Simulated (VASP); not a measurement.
# H4CO in VASP: notebook

Runs on H4CO. Level: PBE+D3(BJ). Tasks: single point.

Program: VASP 6.6.1. These are calculated values, not measurements. Logs are shortened: lines on timing, memory, paths and dates and some standing lists are left out, and cuts for length are marked.

**1. The cell of the first run**

The cell holds a disordered packing, 36 atoms: a = 7.380 Å, b = 7.380 Å, c = 7.380 Å, α = 90.00°, β = 90.00°, γ = 90.00°.

**2. Single point, PBE+D3(BJ)**

File INCAR:

```
PREC = Accurate
ENCUT = 520
EDIFF = 1E-6
ISMEAR = -1
SIGMA = 0.05
LREAL = Auto
LASPH = T
NELM = 80
ALGO = Normal
ISIF = 2
LWAVE = F
LCHARG = T
GGA = PE
IVDW = 12
LELF = T
LVHAR = T
NBANDS = 66
```

File KPOINTS:

```
Automatic mesh
0
Gamma
  1 1 1
```

File POSCAR:

```
H4CO
1.0
    7.3803230000      0.0000000000      0.0000000000
    0.0000000000      7.3803230000      0.0000000000
    0.0000000000      0.0000000000      7.3803230000
C O H
6 6 24
Direct
    0.6701480826      0.4820862604      0.2047418978
    0.0108550596      0.7968515846      0.8791828653
    0.4106186235      0.3285447618      0.6695344141
    0.1708154454      0.7643834988      0.3616318379
    0.9572492311      0.2769028485      0.5194423798
    0.5993101064      0.0170954993      0.1157742495
    0.5500344391      0.5897763522      0.0978360572
    0.1351200673      0.6684145443      0.8086979817
    0.5649458111      0.3515143844      0.7894089705
    0.2241878240      0.5900082535      0.2972274416
    0.9025761032      0.4278026272      0.6293153083
    0.6564400383     -0.0298093516      0.2945880146
    0.6842050379      0.5482065614      0.3373619142
    0.5372629173      0.5293570514     -0.0203833683
    0.6154823479      0.3446937476      0.2271785842
    0.8057567085      0.4712613940      0.1423853960
    0.0894970967      0.9065071502      0.9423877364
    0.0618546979      0.5764415747      0.7455086717
   -0.0755677358      0.8568754237      0.7725555982
   -0.0787520635      0.7379836834      0.9839595711
    0.3972207575      0.4530357476      0.5901169890
    0.5797615903      0.2396739478      0.8575504323
    0.4322789167      0.2128922734      0.5781039413
    0.2865217852      0.3088199251      0.7491287383
    0.0303583944      0.7532656372      0.4097609774
    0.3299707737      0.6053202870      0.2173671430
    0.2540675722      0.8095679704      0.4777275899
    0.1765422665      0.8681972332      0.2538537047
    1.0543465874      0.3281836334      0.4192841954
    0.7850296812      0.3989762484      0.6847005202
    1.0233979928      0.1706782794      0.6013119147
    0.8411364659      0.2157225623      0.4488708770
    0.4809659973      0.1081084481      0.1311255464
    0.7386804657     -0.1318704895      0.2831458802
    0.7093169932      0.0901279365      0.0419106245
    0.5580580213     -0.1044984900      0.0378483039
```

Potentials or basis: VASP PAW PBE potentials, release 64 (C, O, H).

On the command line:

```console
$ cat potpaw_PBE.64/C/POTCAR potpaw_PBE.64/O/POTCAR potpaw_PBE.64/H/POTCAR > POTCAR
$ mpirun -np 1 vasp_gam > vasp.out
```

OUTCAR:

```text
PREC = Accurate
   ENCUT = 520
   EDIFF = 1E-6
   ISMEAR = -1
   LREAL = Auto
   LASPH = T
   NELM = 80
   ISIF = 2
   GGA = PE
   IVDW = 12
 IVDW          = 12

 ion  position               nearest neighbor table
   1  0.670  0.482  0.205-  13 1.10  15 1.10  16 1.10   7 1.43
   2  0.011  0.797  0.879-  17 1.10  19 1.11  20 1.11   8 1.42
   3  0.411  0.329  0.670-  21 1.09  24 1.10  23 1.10   9 1.45
   4  0.171  0.764  0.362-  25 1.10  28 1.11  27 1.11  10 1.43
   5  0.957  0.277  0.519-  29 1.10  32 1.10  31 1.10  11 1.44
   6  0.599  0.017  0.116-  33 1.11  36 1.11  35 1.12  12 1.43
   7  0.550  0.590  0.098-  14 0.98   1 1.43
   8  0.135  0.668  0.809-  18 0.99   2 1.42
   9  0.565  0.352  0.789-  22 0.97   3 1.45
  10  0.224  0.590  0.297-  26 0.98   4 1.43
  11  0.903  0.428  0.629-  30 0.98   5 1.44
  12  0.656  0.970  0.295-  34 0.97   6 1.43
  13  0.684  0.548  0.337-   1 1.10
  14  0.537  0.529  0.980-   7 0.98
  15  0.615  0.345  0.227-   1 1.10
  16  0.806  0.471  0.142-   1 1.10
  17  0.089  0.907  0.942-   2 1.10
  18  0.062  0.576  0.746-   8 0.99
[... 16 lines left out ...]
  35  0.709  0.090  0.042-   6 1.12
  36  0.558  0.896  0.038-   6 1.11

  LATTYP: Found a simple cubic cell.
 ALAT       =     7.3803230000

  Lattice vectors:

 A1 = (   7.3803230000,   0.0000000000,   0.0000000000)
 A2 = (   0.0000000000,   7.3803230000,   0.0000000000)
 A3 = (   0.0000000000,   0.0000000000,   7.3803230000)

Analysis of symmetry for initial positions (statically):
=====================================================================
 Subroutine PRICEL returns:
 Original cell was already a primitive cell.

 Routine SETGRP: Setting up the symmetry group for a
 simple cubic supercell.

 Subroutine GETGRP returns: Found  1 space group operations
 (whereof  1 operations were pure point group operations)
 out of a pool of 48 trial point group operations.

The static configuration has the point symmetry C_1 .

Analysis of symmetry for dynamics (positions and initial velocities):
=====================================================================
 Subroutine PRICEL returns:
 Original cell was already a primitive cell.

 Routine SETGRP: Setting up the symmetry group for a
 simple cubic supercell.

 Subroutine GETGRP returns: Found  1 space group operations
 (whereof  1 operations were pure point group operations)
 out of a pool of 48 trial point group operations.

The dynamic configuration has the point symmetry C_1 .

 Subroutine INISYM returns: Found  1 space group operations
 (whereof  1 operations are pure point group operations),
 and found     1 'primitive' translations

----------------------------------------------------------------------------------------

                                     Primitive cell

  volume of cell :     402.0001

  direct lattice vectors                    reciprocal lattice vectors
     7.380323000  0.000000000  0.000000000     0.135495425  0.000000000  0.000000000
     0.000000000  7.380323000  0.000000000     0.000000000  0.135495425  0.000000000
     0.000000000  0.000000000  7.380323000     0.000000000  0.000000000  0.135495425

  length of vectors
     7.380323000  7.380323000  7.380323000     0.135495425  0.135495425  0.135495425

  position of ions in fractional coordinates (direct lattice)
     0.670148083  0.482086260  0.204741898
     0.010855060  0.796851585  0.879182865
     0.410618623  0.328544762  0.669534414
     0.170815445  0.764383499  0.361631838
     0.957249231  0.276902849  0.519442380
     0.599310106  0.017095499  0.115774249
[... 28 lines left out ...]
     0.709316993  0.090127936  0.041910624
     0.558058021  0.895501510  0.037848304

  ion indices of the primitive-cell ions
   primitive index   ion index
                 1           1
                 2           2
                 3           3
                 4           4
                 5           5
                 6           6
[... 28 lines left out ...]
                35          35
                36          36

----------------------------------------------------------------------------------------

 KPOINTS: Automatic mesh

Automatic generation of k-mesh.
 Grid dimensions read from file:
 generate k-points for:    1    1    1

 Generating k-lattice:

  Cartesian coordinates                     Fractional coordinates (reciprocal lattice)
     0.135495425  0.000000000  0.000000000     1.000000000  0.000000000  0.000000000
     0.000000000  0.135495425  0.000000000     0.000000000  1.000000000  0.000000000
     0.000000000  0.000000000  0.135495425     0.000000000  0.000000000  1.000000000

  Length of vectors
     0.135495425  0.135495425  0.135495425

  Shift w.r.t. Gamma in fractional coordinates (k-lattice)
     0.000000000  0.000000000  0.000000000

 Subroutine IBZKPT returns following result:
 ===========================================

 Found      1 irreducible k-points:

 Following reciprocal coordinates:
            Coordinates               Weight
  0.000000  0.000000  0.000000      1.000000
   k-points           NKPTS =      1   k-points in BZ     NKDIM =      1   number of bands    NBANDS=     66
   number of dos      NEDOS =    301   number of ions     NIONS =     36
   total plane-waves  NPLWV = 175616
   dimension x,y,z NGX =    56 NGY =   56 NGZ =   56
   dimension x,y,z NGXF=   112 NGYF=  112 NGZF=  112
   ions per type =               6   6  24
   NGX,Y,Z   is equivalent  to a cutoff of  12.61, 12.61, 12.61 a.u.
   NGXF,Y,Z  is equivalent  to a cutoff of  25.23, 25.23, 25.23 a.u.
 SYSTEM =  unknown system
   PREC   = accura    normal or accurate (medium, high low for compatibility)
   ISTART =      0    job   : 0-new  1-cont  2-samecut
   ICHARG =      2    charge: 1-file 2-atom 10-const
   ISPIN  =      1    spin polarized calculation?
   LNONCOLLINEAR =      F non collinear calculations
   LSORBIT =      F    spin-orbit coupling
   LASPH  =      T    aspherical Exc in radial PAW
   ENCUT  =  520.0 eV  38.22 Ry    6.18 a.u.  13.72 13.72 13.72*2*pi/ulx,y,z
   NELM   =     80;   NELMIN=  2; NELMDL= -5     # of ELM steps
   EDIFF  = 0.1E-05   stopping-criterion for ELM
   LREAL  =      T    real-space projection
   EDIFFG = 0.1E-04   stopping-criterion for IOM
   NSW    =      0    number of steps for IOM
   IBRION =     -1    ionic relax: 0-MD 1-quasi-New 2-CG
   NFREE  =      0    steps in history (QN), initial steepest desc. (CG)
   ISIF   =      2    stress and relaxation
   ISYM   =      2    0-nonsym 1-usesym 2-fastsym
   POTIM  = 0.5000    time-step for ionic-motion
   TEBEG  =    0.0;   TEEND  =   0.0 temperature during run
   PSTRESS=    0.0 pullay stress
   NELECT =      84.0000    total number of electrons
   NUPDOWN=      -1.0000    fix difference up-down
   EMIN   =  10.00;   EMAX   =-10.00  energy-range for DOS
   EFERMI =   0.00;   METHOD = LEGACY
   ISMEAR =    -1;   SIGMA  =   0.05  broadening in eV -4-tet -1-fermi 0-gaus
   EFERMI_NEDOS =   21; number of points for ismear=-14 and -15
   IALGO  =     38    algorithm
   IMIX   =      4    mixing-type and parameters
     AMIX     =   0.40;   BMIX     =  1.00
     AMIX_MAG =   1.60;   BMIX_MAG =  1.00
  volume/ion in A,a.u.               =      11.17        75.36
  Fermi-wavevector in a.u.,A,eV,Ry     =   0.971462  1.835797 12.840345  0.943739
  Thomas-Fermi vector in A             =   2.101681
   LORBIT       =      0    0 simple, 1 ext, 2 COOP (PROOUT), +10 PAW based schemes
   GGA     = PE    functional components
   LHFCALC =     F    Hartree Fock is set to
   AEXX    =    0.0000 exact exchange contribution
   IVDW    =    12    specifies the selected vdW correction
   LEPSILON=     F    determine dielectric tensor
   LRPA    =     F    only Hartree local field effects (RPA)
 non-spin polarized calculation
  energy-cutoff  :      520.00
  volume of cell :      402.00
 maximum number of plane-waves:      5414
 NGX is ok and might be reduce to    54
   NGX = 27   NGY = 27   NGZ = 27

 number of electron      83.9999998 magnetization

 Free energy of the ion-electron system (eV)
  ---------------------------------------------------
  ext. energy  EPLUGINS =         0.00000000
  ---------------------------------------------------
  free energy    TOTEN  =      -182.63444472 eV

  energy without entropy =     -182.63444472  energy(sigma->0) =     -182.63444472

 E-fermi :  -1.5529     XC(G=0):  -6.3564

 val. band max:       -2.7577554018   @ k =   0.0000   0.0000   0.0000
 cond. band min:       1.6160416446   @ k =   0.0000   0.0000   0.0000
 fundamental gap:      4.3737970464
 Fermi energy:        -1.5529343574

 k-point     1 :       0.0000    0.0000    0.0000
  band No.  band energies     occupation
      1     -23.4962      2.00000
      2     -22.7943      2.00000
      3     -22.6938      2.00000
      4     -22.3780      2.00000
      5     -21.8392      2.00000
      6     -21.7377      2.00000
[... 46 lines left out ...]
     53       5.0095      0.00000
     54       5.1623      0.00000
 [bands above 54 left out]

------------------------ aborting loop because EDIFF is reached ----------------------------------------

 Edisp (eV)   -1.22895

 E8    (eV) :    -0.2659

  FORCE on cell =-STRESS in cart. coord.  units (eV):
  Direction    XX          YY          ZZ          XY          YZ          ZX
  --------------------------------------------------------------------------------------
  -------------------------------------------------------------------------------------
  Total      -1.63151    -0.73041    -0.75349    -0.16292    -0.25699     0.16702
  in kB      -6.50243    -2.91105    -3.00305    -0.64930    -1.02424     0.66566
  external pressure =       -4.14 kB  Pullay stress =        0.00 kB

 VOLUME and BASIS-vectors are now :
 -----------------------------------------------------------------------------
  energy-cutoff  :      520.00
  volume of cell :      402.00
      direct lattice vectors                 reciprocal lattice vectors
     7.380323000  0.000000000  0.000000000     0.135495425  0.000000000  0.000000000
     0.000000000  7.380323000  0.000000000     0.000000000  0.135495425  0.000000000
     0.000000000  0.000000000  7.380323000     0.000000000  0.000000000  0.135495425

 POSITION                                       TOTAL-FORCE (eV/Angst)
 -----------------------------------------------------------------------------------
      4.94591      3.55795      1.51106         0.112856     -0.070266      0.113657
      0.08011      5.88102      6.48865         0.016182      0.092004      0.066175
      3.03050      2.42477      4.94138        -0.064354      0.008759     -0.060294
      1.26067      5.64140      2.66896         0.021632      0.026499      0.058608
      7.06481      2.04363      3.83365         0.086931     -0.049198     -0.088992
      4.42310      0.12617      0.85445        -0.194920      0.045034     -0.169353
[... 28 lines left out ...]
      5.23499      0.66517      0.30931        -0.162297     -0.110867      0.067989
      4.11865      6.60909      0.27933         0.073875      0.205683      0.115570
 -----------------------------------------------------------------------------------
    total drift:                                0.021387     -0.000552      0.000110

  FREE ENERGIE OF THE ION-ELECTRON SYSTEM (eV)
  ---------------------------------------------------
  free  energy   TOTEN  =      -183.8633950968 eV

  energy  without entropy=     -183.8633950966  energy(sigma->0) =     -183.86339510
```

Wall time 40 s (1 thread of Intel Xeon 6975P-C (Granite Rapids), shared host); peak memory 0.38 GiB.

Results:

```
Free energy                : -183.8634 eV
Pressure                   : -0.4 GPa
Largest force              : 0.262 eV/Å
Band gap on the k mesh     : 4.37 eV
Dispersion energy per atom : -0.034 eV
```

Forces on the atoms (eV/Å):
```
C    0.113 -0.070  0.114
C    0.016  0.092  0.066
C   -0.064  0.009 -0.060
C    0.022  0.026  0.059
C    0.087 -0.049 -0.089
C   -0.195  0.045 -0.169
O   -0.062  0.088 -0.055
O    0.028  0.002  0.029
O    0.031  0.095 -0.026
O   -0.053  0.069 -0.038
O    0.056  0.083 -0.001
O   -0.039  0.049 -0.031
H    0.012 -0.028 -0.029
H   -0.028 -0.006 -0.045
H    0.040  0.081 -0.003
H   -0.044  0.007  0.039
H   -0.010  0.002 -0.005
H   -0.032 -0.118 -0.100
H   -0.009  0.012 -0.009
H    0.011  0.003  0.013
H   -0.001 -0.004  0.002
H    0.045 -0.074  0.069
H    0.003  0.004 -0.009
H   -0.009  0.014  0.005
H   -0.011 -0.009  0.014
H    0.090 -0.080 -0.026
H   -0.038 -0.018 -0.064
H   -0.004 -0.036  0.050
H   -0.002 -0.002  0.000
H   -0.111  0.015  0.115
H    0.001 -0.030  0.018
H   -0.009 -0.010 -0.004
H    0.200 -0.152 -0.042
H    0.057 -0.104  0.030
H   -0.162 -0.111  0.068
H    0.074  0.206  0.116
```

Caveat: the k points lie up to 0.85 Å⁻¹ apart, too coarse for converged energies, forces and pressures.

**3. Single point, PBE+D3(BJ)**

File INCAR:

```
SYSTEM = H4CO
PREC = Accurate
ENCUT = 520
EDIFF = 1E-6
ISMEAR = -1
SIGMA = 0.05
LREAL = Auto
LASPH = .True.
NELM = 100
ALGO = Normal
ISIF = 2
LWAVE = .False.
LCHARG = .False.
GGA = PE
IVDW = 12
NBANDS = 66
```

File KPOINTS:

```
regular mesh
0
Gamma
  1 1 1
  0 0 0
```

File POSCAR:

```
H4CO
1.0
    7.3803230000      0.0000000000      0.0000000000
    0.0000000000      7.3803230000      0.0000000000
    0.0000000000      0.0000000000      7.3803230000
C O H
6 6 24
Direct
    0.6691983535      0.4823230636      0.2163184457
    0.0248769600      0.8508435200      0.8984972609
    0.4025975557      0.4041964017      0.6812574463
    0.1471480313      0.7411057755      0.3312050164
    0.9759328962      0.2753131536      0.5126604892
    0.6121954283      0.0268551932      0.1070549351
    0.5570758895      0.5807875888      0.0987761647
    0.0992639482      0.6716779198      0.8762218131
    0.5851776406      0.3375597518      0.7258354411
    0.1831627152      0.5707338283      0.2513304634
    0.9496332342      0.4291953076      0.6288749151
    0.6216259099     -0.0330202350      0.2986590153
    0.6306770042      0.5167118025      0.3537514551
    0.5942693836      0.5462362555     -0.0167743336
    0.6597678719      0.3356628158      0.2095030258
    0.8193001851      0.5128772819      0.1877831092
    0.1052257469      0.9752960677      0.8475374316
    0.0452419223      0.6126832118      0.7749254335
   -0.1092499610      0.8475780803      0.8286764685
   -0.0093085357      0.8773735242      1.0511870551
    0.4120144877      0.5175112255      0.5902858181
    0.5855028296      0.2334315178      0.8102626403
    0.3278853785      0.2933340451      0.6108404741
    0.3280479730      0.4501022516      0.7962930620
   -0.0038345205      0.7457126199      0.3594016143
    0.3059351196      0.5886056748      0.1997338057
    0.2291905110      0.7606984139      0.4546277988
    0.1839756878      0.8455862975      0.2352878052
    1.0840175965      0.3200537429      0.4161470982
    0.8168206188      0.4209571857      0.6500934986
    1.0515935414      0.1647353375      0.5976838683
    0.8427137945      0.2092049359      0.4642750731
    0.5256545005      0.1428121777      0.0822863715
    0.5349765857     -0.1388421618      0.3037942919
    0.7490864560      0.0494964787      0.0579378436
    0.5545421251     -0.0781131124      0.0190777558
```

Potentials or basis: VASP PAW PBE potentials, release 64 (C, O, H).

On the command line:

```console
$ cat potpaw_PBE.64/C/POTCAR potpaw_PBE.64/O/POTCAR potpaw_PBE.64/H/POTCAR > POTCAR
$ mpirun -np 1 vasp_gam > vasp.out
```

It took 36 s on 1 thread of Intel Xeon 6975P-C (Granite Rapids), shared host; peak memory 0.38 GiB.

It converged, with:

```
Free energy                : -182.3205 eV
Pressure                   : -1.1 GPa
Largest force              : 2.599 eV/Å
Band gap on the k mesh     : 4.12 eV
Dispersion energy per atom : -0.034 eV
```

Forces in eV/Å, atoms in the order of the input:
```
C    2.309  0.156  0.465
C   -1.176  0.214  0.865
C    0.262 -1.941 -0.465
C   -1.096 -0.245  0.493
C    1.577 -1.620  0.761
C    0.005 -1.212  0.548
O   -1.183  0.674  1.642
O    1.100  1.710  1.267
O    0.072  0.423  0.297
O    0.997 -0.246 -0.160
O   -1.643 -0.144 -0.099
O   -1.274 -0.647 -1.384
H    0.182  0.312  0.440
H    0.322 -0.453 -2.539
H   -0.447 -0.440 -0.365
H   -1.144 -0.045  0.536
H   -0.323 -1.410  0.236
H   -0.584 -0.609 -1.147
H    0.351  0.524  0.122
H    0.590 -0.431 -1.780
H    0.486  0.425 -0.499
H   -0.449  0.655 -0.599
H    0.196  0.483  0.264
H   -0.409  0.167  1.029
H    1.151  0.216  0.073
H   -0.481 -0.705 -0.274
H   -0.294  0.093  0.338
H   -0.031  0.763 -0.226
H   -1.144 -0.440 -0.389
H    0.426  0.352  0.505
H   -0.960  0.758 -0.765
H    1.448  0.928  0.061
H   -0.259  0.701  0.508
H    1.047  1.199  0.007
H    0.332  0.304  0.089
H    0.043 -0.470  0.148
```

Stress tensor (GPa, compression positive):
```
-2.91 -1.24 -0.14
-1.24 -1.04  0.97
-0.14  0.97  0.61
```

Levels at points of the mesh, in eV from the valence-band top:
```tsv
k point	band 40	band 41	band 42	band 43	band 44	band 45
(0.00, 0.00, 0.00)	-0.43	-0.32	0.00	4.12	4.95	5.69
```

Caveat: the k points lie up to 0.85 Å⁻¹ apart, too coarse for converged energies, forces and pressures.

(Continued in part 2 of 2.)
